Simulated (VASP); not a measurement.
# SnSe (Pm-3m) in VASP: a series of runs

The runs below take SnSe through single point, with PBE+D3(BJ).

All numbers are computed with VASP 6.6.1; they aren't measurements. Logs are shortened: lines on timing, memory, paths and dates and some standing lists are left out, and cuts for length are marked.

## Step 1: The cell of the first run

It takes space group Pm-3m (No. 221, cubic). The conventional cell has a = 3.518 Å, b = 3.518 Å, c = 3.518 Å, α = 90.00°, β = 90.00°, γ = 90.00°. Within 4.0 Å of Se (site symmetry m-3m) lie 8 Sn at 3.05 Å and 6 Se at 3.52 Å. Within 4.0 Å of Sn (site symmetry m-3m) lie 8 Se at 3.05 Å and 6 Sn at 3.52 Å.

## Step 2: Single point, PBE+D3(BJ) (volume scaled by 0.920)

INCAR reads:

```
SYSTEM = SnSe
PREC = Accurate
ENCUT = 520
EDIFF = 1E-6
ISMEAR = 0
SIGMA = 0.05
LREAL = .False.
LASPH = .True.
NELM = 100
ALGO = Normal
ISIF = 2
LWAVE = .False.
LCHARG = .False.
GGA = PE
IVDW = 12
NBANDS = 17
```

KPOINTS reads:

```
regular mesh
0
Gamma
  10 10 10
  0 0 0
```

POSCAR reads:

```
SnSe
1.0
    3.5177867564      0.0000000000      0.0000000000
    0.0000000000      3.5177867564      0.0000000000
    0.0000000000      0.0000000000      3.5177867564
Se Sn
1 1
Direct
    0.0000000000      0.0000000000      0.0000000000
    0.5000000000      0.5000000000      0.5000000000
```

Potentials or basis: VASP PAW PBE potentials, release 64 (Se, Sn_d).

The run is started by

```
$ cat potpaw_PBE.64/Se/POTCAR potpaw_PBE.64/Sn_d/POTCAR > POTCAR
$ mpirun -np 1 vasp_std > vasp.out
```

OUTCAR:

```text
SYSTEM = SnSe
   PREC = Accurate
   ENCUT = 520
   EDIFF = 1E-6
   ISMEAR = 0
   LREAL = .False.
   LASPH = .True.
   NELM = 100
   ISIF = 2
   GGA = PE
   IVDW = 12
 IVDW          = 12

 ion  position               nearest neighbor table
   1  0.000  0.000  0.000-   2 3.05   2 3.05   2 3.05   2 3.05   2 3.05   2 3.05   2 3.05   2 3.05

   2  0.500  0.500  0.500-   1 3.05   1 3.05   1 3.05   1 3.05   1 3.05   1 3.05   1 3.05   1 3.05

  LATTYP: Found a simple cubic cell.
 ALAT       =     3.5177867564

  Lattice vectors:

 A1 = (   3.5177867564,   0.0000000000,   0.0000000000)
 A2 = (   0.0000000000,   3.5177867564,   0.0000000000)
 A3 = (   0.0000000000,   0.0000000000,   3.5177867564)

Analysis of symmetry for initial positions (statically):
=====================================================================
 Subroutine PRICEL returns:
 Original cell was already a primitive cell.

 Routine SETGRP: Setting up the symmetry group for a
 simple cubic supercell.

 Subroutine GETGRP returns: Found 48 space group operations
 (whereof 48 operations were pure point group operations)
 out of a pool of 48 trial point group operations.

The static configuration has the point symmetry O_h .

Analysis of symmetry for dynamics (positions and initial velocities):
=====================================================================
 Subroutine PRICEL returns:
 Original cell was already a primitive cell.

 Routine SETGRP: Setting up the symmetry group for a
 simple cubic supercell.

 Subroutine GETGRP returns: Found 48 space group operations
 (whereof 48 operations were pure point group operations)
 out of a pool of 48 trial point group operations.

The dynamic configuration has the point symmetry O_h .

 Subroutine INISYM returns: Found 48 space group operations
 (whereof 48 operations are pure point group operations),
 and found     1 'primitive' translations

----------------------------------------------------------------------------------------

                                     Primitive cell

  volume of cell :      43.5320

  direct lattice vectors                    reciprocal lattice vectors
     3.517786756  0.000000000  0.000000000     0.284269647  0.000000000  0.000000000
     0.000000000  3.517786756  0.000000000     0.000000000  0.284269647  0.000000000
     0.000000000  0.000000000  3.517786756     0.000000000  0.000000000  0.284269647

  length of vectors
     3.517786756  3.517786756  3.517786756     0.284269647  0.284269647  0.284269647

  position of ions in fractional coordinates (direct lattice)
     0.000000000  0.000000000  0.000000000
     0.500000000  0.500000000  0.500000000

  ion indices of the primitive-cell ions
   primitive index   ion index
                 1           1
                 2           2

----------------------------------------------------------------------------------------

 KPOINTS: regular mesh

Automatic generation of k-mesh.
 Grid dimensions read from file:
 generate k-points for:   10   10   10

 Generating k-lattice:

  Cartesian coordinates                     Fractional coordinates (reciprocal lattice)
     0.028426965  0.000000000  0.000000000     0.100000000  0.000000000  0.000000000
     0.000000000  0.028426965  0.000000000     0.000000000  0.100000000  0.000000000
     0.000000000  0.000000000  0.028426965     0.000000000  0.000000000  0.100000000

  Length of vectors
     0.028426965  0.028426965  0.028426965

  Shift w.r.t. Gamma in fractional coordinates (k-lattice)
     0.000000000  0.000000000  0.000000000

 Subroutine IBZKPT returns following result:
 ===========================================

 Found     56 irreducible k-points:

 Following reciprocal coordinates:
            Coordinates               Weight
  0.000000  0.000000  0.000000      1.000000
  0.100000  0.000000  0.000000      6.000000
  0.200000  0.000000  0.000000      6.000000
  0.300000  0.000000  0.000000      6.000000
  0.400000  0.000000  0.000000      6.000000
  0.500000  0.000000  0.000000      3.000000
[... 16 lines left out ...]
  0.200000  0.100000  0.100000     24.000000
  0.300000  0.100000  0.100000     24.000000
 [... further k-points ...]
   k-points           NKPTS =     56   k-points in BZ     NKDIM =     56   number of bands    NBANDS=     17
   number of dos      NEDOS =    301   number of ions     NIONS =      2
   total plane-waves  NPLWV =  21952
   dimension x,y,z NGX =    28 NGY =   28 NGZ =   28
   dimension x,y,z NGXF=    56 NGYF=   56 NGZF=   56
   ions per type =               1   1
   NGX,Y,Z   is equivalent  to a cutoff of  13.23, 13.23, 13.23 a.u.
   NGXF,Y,Z  is equivalent  to a cutoff of  26.46, 26.46, 26.46 a.u.
 SYSTEM =  SnSe
   PREC   = accura    normal or accurate (medium, high low for compatibility)
   ISTART =      0    job   : 0-new  1-cont  2-samecut
   ICHARG =      2    charge: 1-file 2-atom 10-const
   ISPIN  =      1    spin polarized calculation?
   LNONCOLLINEAR =      F non collinear calculations
   LSORBIT =      F    spin-orbit coupling
   LASPH  =      T    aspherical Exc in radial PAW
   ENCUT  =  520.0 eV  38.22 Ry    6.18 a.u.   6.54  6.54  6.54*2*pi/ulx,y,z
   NELM   =    100;   NELMIN=  2; NELMDL= -5     # of ELM steps
   EDIFF  = 0.1E-05   stopping-criterion for ELM
   LREAL  =      F    real-space projection
   EDIFFG = 0.1E-04   stopping-criterion for IOM
   NSW    =      0    number of steps for IOM
   IBRION =     -1    ionic relax: 0-MD 1-quasi-New 2-CG
   NFREE  =      0    steps in history (QN), initial steepest desc. (CG)
   ISIF   =      2    stress and relaxation
   ISYM   =      2    0-nonsym 1-usesym 2-fastsym
   POTIM  = 0.5000    time-step for ionic-motion
   TEBEG  =    0.0;   TEEND  =   0.0 temperature during run
   PSTRESS=    0.0 pullay stress
   NELECT =      20.0000    total number of electrons
   NUPDOWN=      -1.0000    fix difference up-down
   EMIN   =  10.00;   EMAX   =-10.00  energy-range for DOS
   EFERMI =   0.00;   METHOD = LEGACY
   ISMEAR =     0;   SIGMA  =   0.05  broadening in eV -4-tet -1-fermi 0-gaus
   EFERMI_NEDOS =   21; number of points for ismear=-14 and -15
   IALGO  =     38    algorithm
   IMIX   =      4    mixing-type and parameters
     AMIX     =   0.40;   BMIX     =  1.00
     AMIX_MAG =   1.60;   BMIX_MAG =  1.00
  volume/ion in A,a.u.               =      21.77       146.88
  Fermi-wavevector in a.u.,A,eV,Ry     =   1.263229  2.387156 21.711453  1.595747
  Thomas-Fermi vector in A             =   2.396596
   LORBIT       =      0    0 simple, 1 ext, 2 COOP (PROOUT), +10 PAW based schemes
   GGA     = PE    functional components
   LHFCALC =     F    Hartree Fock is set to
   AEXX    =    0.0000 exact exchange contribution
   IVDW    =    12    specifies the selected vdW correction
   LEPSILON=     F    determine dielectric tensor
   LRPA    =     F    only Hartree local field effects (RPA)
 non-spin polarized calculation
 Gauss-broadening in eV      SIGMA  =   0.05
  energy-cutoff  :      520.00
  volume of cell :       43.53
 maximum number of plane-waves:      1208
 NGX is ok and might be reduce to    28
   NGX = 13   NGY = 13   NGZ = 13

 number of electron      20.0000006 magnetization

 Free energy of the ion-electron system (eV)
  ---------------------------------------------------
  ext. energy  EPLUGINS =         0.00000000
  ---------------------------------------------------
  free energy    TOTEN  =        -7.55625373 eV

  energy without entropy =       -7.55398892  energy(sigma->0) =       -7.55512132

 E-fermi :   7.9433     XC(G=0): -10.8232

 val. band max:        7.9207681064   @ k =   0.3000   0.2000   0.1000
 cond. band min:       7.9464694785   @ k =   0.5000   0.1000   0.0000
 fundamental gap:      0.0257013721
 Fermi energy:         7.9432731452

 k-point     1 :       0.0000    0.0000    0.0000
  band No.  band energies     occupation
      1     -13.7438      2.00000
      2     -13.7438      2.00000
      3     -13.6308      2.00000
      4     -13.6308      2.00000
      5     -13.6308      2.00000
      6      -6.8373      2.00000
[... 9 lines left out ...]
     16      20.9129      0.00000
     17      20.9129      0.00000

 k-point     2 :       0.1000    0.0000    0.0000
  band No.  band energies     occupation
      1     -13.7432      2.00000
      2     -13.7348      2.00000
      3     -13.6340      2.00000
      4     -13.6340      2.00000
      5     -13.6306      2.00000
      6      -6.7471      2.00000
[... 9 lines left out ...]
     16      20.5628      0.00000
     17      20.5728      0.00000

 k-point     3 :       0.2000    0.0000    0.0000
  band No.  band energies     occupation
      1     -13.7419      2.00000
      2     -13.7115      2.00000
      3     -13.6424      2.00000
      4     -13.6424      2.00000
      5     -13.6299      2.00000
      6      -6.4880      2.00000
[... 9 lines left out ...]
     16      19.0208      0.00000
     17      20.5050      0.00000

 k-point     4 :       0.3000    0.0000    0.0000
  band No.  band energies     occupation
      1     -13.7403      2.00000
      2     -13.6826      2.00000
      3     -13.6527      2.00000
      4     -13.6527      2.00000
      5     -13.6289      2.00000
      6      -6.1043      2.00000
[... 9 lines left out ...]
     16      17.4336      0.00000
     17      20.9579      0.00000

 k-point     5 :       0.4000    0.0000    0.0000
  band No.  band energies     occupation
      1     -13.7390      2.00000
      2     -13.6610      2.00000
      3     -13.6610      2.00000
      4     -13.6592      2.00000
      5     -13.6282      2.00000
      6      -5.7089      2.00000
[... 9 lines left out ...]
     16      19.9243      0.00000
     17      21.5290      0.00000

 k-point     6 :       0.5000    0.0000    0.0000
  band No.  band energies     occupation
      1     -13.7385      2.00000
      2     -13.6641      2.00000
      3     -13.6641      2.00000
      4     -13.6502      2.00000
      5     -13.6279      2.00000
      6      -5.5241      2.00000
[... 9 lines left out ...]
     16      21.6162      0.00000
     17      22.6742      0.00000

 k-point     7 :       0.1000    0.1000    0.0000
  band No.  band energies     occupation
      1     -13.7386      2.00000
      2     -13.7301      2.00000
      3     -13.6375      2.00000
      4     -13.6340      2.00000
      5     -13.6334      2.00000
      6      -6.6573      2.00000
[... 9 lines left out ...]
     16      19.6802      0.00000
     17      19.7035      0.00000

 k-point     8 :       0.2000    0.1000    0.0000
  band No.  band energies     occupation
      1     -13.7357      2.00000
      2     -13.7082      2.00000
      3     -13.6464      2.00000
      4     -13.6420      2.00000
      5     -13.6329      2.00000
      6      -6.3998      2.00000
[... 9 lines left out ...]
     16      18.8959      0.00000
     17      19.2801      0.00000
[... 203 lines left out ...]
      1     -13.7118      2.00000
      2     -13.6970      2.00000
      3     -13.6559      2.00000
      4     -13.6553      2.00000
      5     -13.6086      2.00000
      6      -4.7971      2.00000
[... 9 lines left out ...]
     16      17.8993      0.00000
     17      18.1522      0.00000

 k-point    20 :       0.5000    0.4000    0.0000
  band No.  band energies     occupation
      1     -13.7170      2.00000
      2     -13.6948      2.00000
      3     -13.6585      2.00000
      4     -13.6550      2.00000
      5     -13.6010      2.00000
      6      -4.6694      2.00000
[... 9 lines left out ...]
     16      17.1656      0.00000
     17      17.9520      0.00000

 k-point    21 :       0.5000    0.5000    0.0000
  band No.  band energies     occupation
      1     -13.7225      2.00000
      2     -13.6924      2.00000
      3     -13.6579      2.00000
      4     -13.6579      2.00000
      5     -13.5936      2.00000
      6      -4.5536      2.00000
[... 9 lines left out ...]
     16      16.5823      0.00000
     17      17.6710      0.00000

 k-point    22 :       0.1000    0.1000    0.1000
  band No.  band energies     occupation
      1     -13.7296      2.00000
      2     -13.7296      2.00000
      3     -13.6380      2.00000
      4     -13.6367      2.00000
      5     -13.6367      2.00000
      6      -6.5681      2.00000
[... 9 lines left out ...]
     16      19.5839      0.00000
     17      19.5839      0.00000

 k-point    23 :       0.2000    0.1000    0.1000
  band No.  band energies     occupation
      1     -13.7283      2.00000
      2     -13.7060      2.00000
      3     -13.6468      2.00000
      4     -13.6453      2.00000
      5     -13.6361      2.00000
      6      -6.3124      2.00000
[... 9 lines left out ...]
     16      18.9143      0.00000
     17      19.3156      0.00000

 k-point    24 :       0.3000    0.1000    0.1000
  band No.  band energies     occupation
      1     -13.7268      2.00000
      2     -13.6769      2.00000
      3     -13.6580      2.00000
      4     -13.6559      2.00000
      5     -13.6350      2.00000
      6      -5.9360      2.00000
[... 9 lines left out ...]
     16      18.4117      0.00000
     17      18.5370      0.00000

 [... further k-points ...]

------------------------ aborting loop because EDIFF is reached ----------------------------------------

 Edisp (eV)   -0.88036

 E8    (eV) :    -0.3930

  FORCE on cell =-STRESS in cart. coord.  units (eV):
  Direction    XX          YY          ZZ          XY          YZ          ZX
  --------------------------------------------------------------------------------------
  -------------------------------------------------------------------------------------
  Total       1.51235     1.51235     1.51235    -0.00000     0.00000    -0.00000
  in kB      55.66152    55.66152    55.66152    -0.00000     0.00000    -0.00000
  external pressure =       55.66 kB  Pullay stress =        0.00 kB

 VOLUME and BASIS-vectors are now :
 -----------------------------------------------------------------------------
  energy-cutoff  :      520.00
  volume of cell :       43.53
      direct lattice vectors                 reciprocal lattice vectors
     3.517786756  0.000000000  0.000000000     0.284269647  0.000000000  0.000000000
     0.000000000  3.517786756  0.000000000     0.000000000  0.284269647  0.000000000
     0.000000000  0.000000000  3.517786756     0.000000000  0.000000000  0.284269647

 POSITION                                       TOTAL-FORCE (eV/Angst)
 -----------------------------------------------------------------------------------
      0.00000      0.00000      0.00000         0.000000      0.000000      0.000000
      1.75889      1.75889      1.75889         0.000000      0.000000      0.000000
 -----------------------------------------------------------------------------------
    total drift:                                0.000000      0.000000      0.000000

  FREE ENERGIE OF THE ION-ELECTRON SYSTEM (eV)
  ---------------------------------------------------
  free  energy   TOTEN  =        -8.4366104806 eV

  energy  without entropy=       -8.4343456687  energy(sigma->0) =       -8.43547807
```

Run time: 34 s. Hardware: 1 thread of AMD EPYC 7R43 (Zen 3), shared host; peak memory 0.15 GiB.

Results:

```
Free energy                : -8.4366 eV
Pressure                   : 5.6 GPa
Band gap on the k mesh     : zero (band 10 reaches 8.35 eV, above the bottom of band 11 at 6.34 eV)
Dispersion energy per atom : -0.440 eV
```

Caveat: spin-orbit coupling is left out, which moves the levels of the heavy elements; pairwise dispersion overbinds metals, which lowers pressure and volume.

## Step 3: Single point, PBE+D3(BJ) (volume scaled by 0.960)

INCAR reads:

```
  PREC = Accurate
  ENCUT = 520
  EDIFF = 1E-6
  ISMEAR = 0
  SIGMA = 0.05
  LREAL = F
  LASPH = T
  NELM = 80
  ALGO = Normal
  ISIF = 2
  LWAVE = F
  LCHARG = T
  GGA = PE
  IVDW = 12
  LELF = T
  LVHAR = T
  NBANDS = 17
```

KPOINTS reads:

```
Automatic mesh
0
Gamma
  10 10 10
```

POSCAR reads:

```
SnSe
1.0
    3.5680476435      0.0000000000      0.0000000000
    0.0000000000      3.5680476435      0.0000000000
    0.0000000000      0.0000000000      3.5680476435
Se Sn
1 1
Direct
    0.0000000000      0.0000000000      0.0000000000
    0.5000000000      0.5000000000      0.5000000000
```

Potentials or basis: VASP PAW PBE potentials, release 64 (Se, Sn_d).

The run is started by

```
$ cat potpaw_PBE.64/Se/POTCAR potpaw_PBE.64/Sn_d/POTCAR > POTCAR
$ mpirun -np 1 vasp_std > vasp.out
```

Wall time 40 s (1 thread of AMD EPYC 7R43 (Zen 3), shared host); peak memory 0.16 GiB.

Results (log left out):

```yaml
Free_energy: -8.4834 eV
Pressure: 2.5 GPa
Band_gap_on_the_k_mesh: zero (band 10 reaches 7.71 eV, above the bottom of band 11 at 5.95 eV)
Dispersion_energy_per_atom: -0.422 eV
```

Levels at points of the mesh, in eV from the Fermi level:
```tsv
k point	band 8	band 9	band 10	band 11	band 12	band 13
(0.00, 0.00, 0.00)	-2.15	-2.15	-2.15	4.18	4.18	6.69
(0.50, 0.00, 0.00)	-0.72	-0.72	-0.02	0.72	3.22	3.22
(0.50, 0.50, 0.00)	-5.60	-5.60	-0.26	4.40	4.40	5.17
(0.50, 0.50, 0.50)	-3.42	-3.42	-3.42	-1.39	-1.39	-1.39
```

Caveat: spin-orbit coupling is left out, which moves the levels of the heavy elements; pairwise dispersion overbinds metals, which lowers pressure and volume.

[end of part 1 of 2]
